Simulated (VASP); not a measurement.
# Sc2TaO2 (Fmmm) in VASP: single point with PBE

Aim: the single point of Sc2TaO2 with PBE.

Everything below comes from runs of VASP 6.6.1. Logs are shortened: lines on timing, memory, paths and dates and some standing lists are left out, and cuts for length are marked.

## 1. The cell of the first run

It takes space group Fmmm (No. 69, orthorhombic). Conventional cell: a = 4.908 Å, b = 4.958 Å, c = 10.765 Å, α = 90.00°, β = 90.00°, γ = 90.00°. Sc (site symmetry 222) has 4 O at 2.13 Å and 4 Sc at 2.45 to 2.48 Å within 2.8 Å. Ta (site symmetry mmm) has 10 O at 2.86 to 3.91 Å and 8 Sc at 3.21 Å and 4 Ta at 3.49 Å within 4.0 Å. Within 3.0 Å of O (site symmetry mm2) lie 4 Sc at 2.13 Å and 4 Ta at 2.86 to 2.88 Å and 1 O at 2.95 Å.

The cell was generated, and may not be a known phase.

## 2. Single point, PBE

INCAR

```
ALGO = Normal
EDIFF = 1E-6
ENCUT = 700
GGA = PE
GGA_COMPAT = F
ISIF = 2
ISMEAR = 0
LASPH = T
LCHARG = F
LREAL = F
LWAVE = F
NBANDS = 32
NELM = 120
PREC = Accurate
SIGMA = 0.1
```

KPOINTS

```
k-points
0
Gamma
  6 6 6
```

POSCAR

```
Sc2TaO2
1.0
    0.0000000000      2.4792138200      5.3823571000
    2.4540852800      0.0000000000      5.3823571000
    2.4540852800      2.4792138200      0.0000000000
Sc Ta O
2 1 2
Direct
    0.7500000000      0.7500000000      0.7500000000
    0.2500000000      0.2500000000      0.2500000000
    0.0000000000      0.0000000000      0.0000000000
    0.3632000100      0.3632000100      0.6367999900
    0.6367999900      0.6367999900      0.3632000100
```

Potentials or basis: VASP PAW PBE potentials, release 64 (Sc_sv, Ta_sv_GW, O).

Launch:

```bash
$ cat potpaw_PBE.64/Sc_sv/POTCAR potpaw_PBE.64/Ta_sv_GW/POTCAR potpaw_PBE.64/O/POTCAR > POTCAR
$ mpirun -np 1 vasp_std > vasp.out
```

OUTCAR:

```text
EDIFF = 1E-6
   ENCUT = 700
   GGA = PE
   ISIF = 2
   ISMEAR = 0
   LASPH = T
   LREAL = F
   NELM = 120
   PREC = Accurate

 ion  position               nearest neighbor table
   1  0.750  0.750  0.750-   4 2.13   4 2.13   5 2.13   5 2.13   2 2.45   2 2.45   2 2.48   2 2.48
                             3 3.21   3 3.21   3 3.21   3 3.21
   2  0.250  0.250  0.250-   4 2.13   4 2.13   5 2.13   5 2.13   1 2.45   1 2.45   1 2.48   1 2.48
                             3 3.21   3 3.21   3 3.21   3 3.21
   3  0.000  0.000  0.000-   1 3.21   1 3.21   1 3.21   1 3.21   2 3.21   2 3.21   2 3.21   2 3.21

   4  0.363  0.363  0.637-   2 2.13   2 2.13   1 2.13   1 2.13
   5  0.637  0.637  0.363-   2 2.13   2 2.13   1 2.13   1 2.13

  LATTYP: Found a face centered orthorhombic cell.
 ALAT       =     4.9081705600
 B/A-ratio  =     1.0102394730
 C/A-ratio  =     2.1932233341

  Lattice vectors:

 A1 = (   0.0000000000,   2.4792138200,   5.3823571000)
 A2 = (   2.4540852800,   0.0000000000,   5.3823571000)
 A3 = (   2.4540852800,   2.4792138200,   0.0000000000)

Analysis of symmetry for initial positions (statically):
=====================================================================
 Subroutine PRICEL returns:
 Original cell was already a primitive cell.

 Routine SETGRP: Setting up the symmetry group for a
 face centered orthorhombic supercell.

 Subroutine GETGRP returns: Found  8 space group operations
 (whereof  8 operations were pure point group operations)
 out of a pool of  8 trial point group operations.

The static configuration has the point symmetry D_2h.

Analysis of symmetry for dynamics (positions and initial velocities):
=====================================================================
 Subroutine PRICEL returns:
 Original cell was already a primitive cell.

 Routine SETGRP: Setting up the symmetry group for a
 face centered orthorhombic supercell.

 Subroutine GETGRP returns: Found  8 space group operations
 (whereof  8 operations were pure point group operations)
 out of a pool of  8 trial point group operations.

The dynamic configuration has the point symmetry D_2h.

 Subroutine INISYM returns: Found  8 space group operations
 (whereof  8 operations are pure point group operations),
 and found     1 'primitive' translations

----------------------------------------------------------------------------------------

                                     Primitive cell

  volume of cell :      65.4947

  direct lattice vectors                    reciprocal lattice vectors
     0.000000000  2.479213820  5.382357100    -0.203741901  0.201676836  0.092896103
     2.454085280  0.000000000  5.382357100     0.203741901 -0.201676836  0.092896103
     2.454085280  2.479213820  0.000000000     0.203741901  0.201676836 -0.092896103

  length of vectors
     5.925898170  5.915429191  3.488414500     0.301353604  0.301353604  0.301353604

  position of ions in fractional coordinates (direct lattice)
     0.750000000  0.750000000  0.750000000
     0.250000000  0.250000000  0.250000000
     0.000000000  0.000000000  0.000000000
     0.363200010  0.363200010  0.636799990
     0.636799990  0.636799990  0.363200010

  ion indices of the primitive-cell ions
   primitive index   ion index
                 1           1
                 2           2
                 3           3
                 4           4
                 5           5

----------------------------------------------------------------------------------------

 KPOINTS: k-points

Automatic generation of k-mesh.
 Grid dimensions read from file:
 generate k-points for:    6    6    6

 Generating k-lattice:

  Cartesian coordinates                     Fractional coordinates (reciprocal lattice)
    -0.033956983  0.033612806  0.015482684     0.166666667  0.000000000  0.000000000
     0.033956983 -0.033612806  0.015482684    -0.000000000  0.166666667 -0.000000000
     0.033956983  0.033612806 -0.015482684     0.000000000  0.000000000  0.166666667

  Length of vectors
     0.050225601  0.050225601  0.050225601

  Shift w.r.t. Gamma in fractional coordinates (k-lattice)
     0.000000000  0.000000000  0.000000000

 Subroutine IBZKPT returns following result:
 ===========================================

 Found     46 irreducible k-points:

 Following reciprocal coordinates:
            Coordinates               Weight
  0.000000  0.000000  0.000000      1.000000
  0.166667 -0.000000 -0.000000      8.000000
  0.333333 -0.000000 -0.000000      8.000000
  0.500000 -0.000000 -0.000000      4.000000
  0.166667  0.166667  0.000000      2.000000
  0.333333  0.166667 -0.000000      8.000000
[... 16 lines left out ...]
 -0.166667  0.166667  0.166667      8.000000
  0.500000  0.333333  0.166667      4.000000
 [... further k-points ...]
   k-points           NKPTS =     46   k-points in BZ     NKDIM =     46   number of bands    NBANDS=     32
   number of dos      NEDOS =    301   number of ions     NIONS =      5
   total plane-waves  NPLWV =  87480
   dimension x,y,z NGX =    54 NGY =   54 NGZ =   30
   dimension x,y,z NGXF=   108 NGYF=  108 NGZF=   60
   ions per type =               2   1   2
   NGX,Y,Z   is equivalent  to a cutoff of  15.15, 15.18, 14.30 a.u.
   NGXF,Y,Z  is equivalent  to a cutoff of  30.30, 30.35, 28.59 a.u.
 SYSTEM =  unknown system
   PREC   = accura    normal or accurate (medium, high low for compatibility)
   ISTART =      0    job   : 0-new  1-cont  2-samecut
   ICHARG =      2    charge: 1-file 2-atom 10-const
   ISPIN  =      1    spin polarized calculation?
   LNONCOLLINEAR =      F non collinear calculations
   LSORBIT =      F    spin-orbit coupling
   LASPH  =      T    aspherical Exc in radial PAW
   ENCUT  =  700.0 eV  51.45 Ry    7.17 a.u.  12.78 12.76  7.53*2*pi/ulx,y,z
   NELM   =    120;   NELMIN=  2; NELMDL= -5     # of ELM steps
   EDIFF  = 0.1E-05   stopping-criterion for ELM
   LREAL  =      F    real-space projection
   EDIFFG = 0.1E-04   stopping-criterion for IOM
   NSW    =      0    number of steps for IOM
   IBRION =     -1    ionic relax: 0-MD 1-quasi-New 2-CG
   NFREE  =      0    steps in history (QN), initial steepest desc. (CG)
   ISIF   =      2    stress and relaxation
   ISYM   =      2    0-nonsym 1-usesym 2-fastsym
   POTIM  = 0.5000    time-step for ionic-motion
   TEBEG  =    0.0;   TEEND  =   0.0 temperature during run
   PSTRESS=    0.0 pullay stress
   NELECT =      47.0000    total number of electrons
   NUPDOWN=      -1.0000    fix difference up-down
   EMIN   =  10.00;   EMAX   =-10.00  energy-range for DOS
   EFERMI =   0.00;   METHOD = LEGACY
   ISMEAR =     0;   SIGMA  =   0.10  broadening in eV -4-tet -1-fermi 0-gaus
   EFERMI_NEDOS =   21; number of points for ismear=-14 and -15
   IALGO  =     38    algorithm
   IMIX   =      4    mixing-type and parameters
     AMIX     =   0.40;   BMIX     =  1.00
     AMIX_MAG =   1.60;   BMIX_MAG =  1.00
  volume/ion in A,a.u.               =      13.10        88.40
  Fermi-wavevector in a.u.,A,eV,Ry     =   1.465679  2.769731 29.228221  2.148214
  Thomas-Fermi vector in A             =   2.581507
   LORBIT       =      0    0 simple, 1 ext, 2 COOP (PROOUT), +10 PAW based schemes
   GGA     = PE    functional components
   LHFCALC =     F    Hartree Fock is set to
   AEXX    =    0.0000 exact exchange contribution
   IVDW    =     0    specifies the selected vdW correction
   LEPSILON=     F    determine dielectric tensor
   LRPA    =     F    only Hartree local field effects (RPA)
 non-spin polarized calculation
 Gauss-broadening in eV      SIGMA  =   0.10
  energy-cutoff  :      700.00
  volume of cell :       65.49
 maximum number of plane-waves:      2787
 NGX is ok and might be reduce to    54
   NGX = 25   NGY = 25   NGZ = 15

 number of electron      46.9999999 magnetization

 Free energy of the ion-electron system (eV)
  ---------------------------------------------------
  ext. energy  EPLUGINS =         0.00000000
  ---------------------------------------------------
  free energy    TOTEN  =       -39.12380357 eV

  energy without entropy =      -39.09448505  energy(sigma->0) =      -39.10914431

 E-fermi :   7.9575     XC(G=0): -11.9933

 val. band max:        7.9522790601   @ k =   0.5000   0.0000   0.5000
 cond. band min:       7.9662677485   @ k =  -0.3333   0.0000   0.1667
 fundamental gap:      0.0139886884
 Fermi energy:         7.9575272359

 k-point     1 :       0.0000    0.0000    0.0000
  band No.  band energies     occupation
      1     -61.3337      2.00000
      2     -41.3491      2.00000
      3     -40.4768      2.00000
      4     -27.7268      2.00000
      5     -27.7041      2.00000
      6     -27.5291      2.00000
[... 24 lines left out ...]
     31      11.6566      0.00000
     32      11.7800      0.00000

 k-point     2 :       0.1667   -0.0000   -0.0000
  band No.  band energies     occupation
      1     -61.3329      2.00000
      2     -41.2907      2.00000
      3     -40.5349      2.00000
      4     -27.7456      2.00000
      5     -27.7094      2.00000
      6     -27.5252      2.00000
[... 24 lines left out ...]
     31      11.7432      0.00000
     32      11.8792      0.00000

 k-point     3 :       0.3333   -0.0000   -0.0000
  band No.  band energies     occupation
      1     -61.3314      2.00000
      2     -41.1308      2.00000
      3     -40.6941      2.00000
      4     -27.7952      2.00000
      5     -27.7078      2.00000
      6     -27.5177      2.00000
[... 24 lines left out ...]
     31      11.7049      0.00000
     32      11.9169      0.00000

 k-point     4 :       0.5000   -0.0000   -0.0000
  band No.  band energies     occupation
      1     -61.3306      2.00000
      2     -40.9124      2.00000
      3     -40.9123      2.00000
      4     -27.8207      2.00000
      5     -27.7061      2.00000
      6     -27.5139      2.00000
[... 654 lines left out ...]
     31      11.3473      0.00000
     32      12.1447      0.00000

 k-point    23 :      -0.1667    0.1667    0.1667
  band No.  band energies     occupation
      1     -61.3306      2.00000
      2     -41.0898      2.00000
      3     -40.7278      2.00000
      4     -27.7932      2.00000
      5     -27.7326      2.00000
      6     -27.5154      2.00000
[... 24 lines left out ...]
     31      11.5410      0.00000
     32      12.2293      0.00000

 k-point    24 :       0.5000    0.3333    0.1667
  band No.  band energies     occupation
      1     -61.3321      2.00000
      2     -41.2434      2.00000
      3     -40.5788      2.00000
      4     -27.7497      2.00000
      5     -27.7293      2.00000
      6     -27.5187      2.00000
[... 24 lines left out ...]
     31      11.6260      0.00000
     32      12.0733      0.00000

 [... further k-points ...]

------------------------ aborting loop because EDIFF is reached ----------------------------------------

  FORCE on cell =-STRESS in cart. coord.  units (eV):
  Direction    XX          YY          ZZ          XY          YZ          ZX
  --------------------------------------------------------------------------------------
  -------------------------------------------------------------------------------------
  Total       10.6225292     10.8806634     -0.5057229      0.0000000      0.0000000      0.0000000
  in kB      259.8557775    266.1704368    -12.3713480      0.0000000      0.0000000      0.0000000
  external PRESSURE =     171.2182888 kB  Pullay stress =       0.0000000 kB

 VOLUME and BASIS-vectors are now :
 -----------------------------------------------------------------------------
  energy-cutoff  :      700.00
  volume of cell :       65.49
      direct lattice vectors                 reciprocal lattice vectors
     0.000000000  2.479213820  5.382357100    -0.203741901  0.201676836  0.092896103
     2.454085280  0.000000000  5.382357100     0.203741901 -0.201676836  0.092896103
     2.454085280  2.479213820  0.000000000     0.203741901  0.201676836 -0.092896103

 POSITION                                       TOTAL-FORCE (eV/Angst)
 -----------------------------------------------------------------------------------
      3.68113      3.71882      8.07354         0.000000      0.000000     -0.000000
      1.22704      1.23961      2.69118        -0.000000      0.000000     -0.000000
      0.00000      0.00000      0.00000         0.000000     -0.000000     -0.000000
      2.45409      2.47921      3.90974         0.000000     -0.000000      0.293292
      2.45409      2.47921      6.85497         0.000000     -0.000000     -0.293292
 -----------------------------------------------------------------------------------
    total drift:                               -0.000000     -0.000000      0.000000

  FREE ENERGIE OF THE ION-ELECTRON SYSTEM (eV)
  ---------------------------------------------------
  free  energy   TOTEN  =       -39.1238035743 eV

  energy  without entropy=      -39.0944850471  energy(sigma->0) =      -39.10914431
```

Run time: 7.4 min. Hardware: 1 thread of Intel Xeon 6975P-C (Granite Rapids), shared host; peak memory 0.39 GiB.

Results:

```
Free energy            : -39.1238 eV
Pressure               : 17.1 GPa
Largest force          : 0.293 eV/Å
Band gap on the k mesh : zero (an odd number of electrons rules out a gap without spin polarisation)
```

Forces in eV/Å, atoms in the order of the input:
```
Sc   0.000  0.000  0.000
Sc   0.000  0.000  0.000
Ta   0.000  0.000  0.000
O    0.000  0.000  0.293
O    0.000  0.000 -0.293
```

Stress tensor (GPa, compression positive):
```
25.99  0.00  0.00
 0.00 26.62  0.00
 0.00  0.00 -1.24
```

Caveat: the stress differs along the axes, from -1 to 27 GPa; spin-orbit coupling is left out, which moves the levels of the heavy elements.
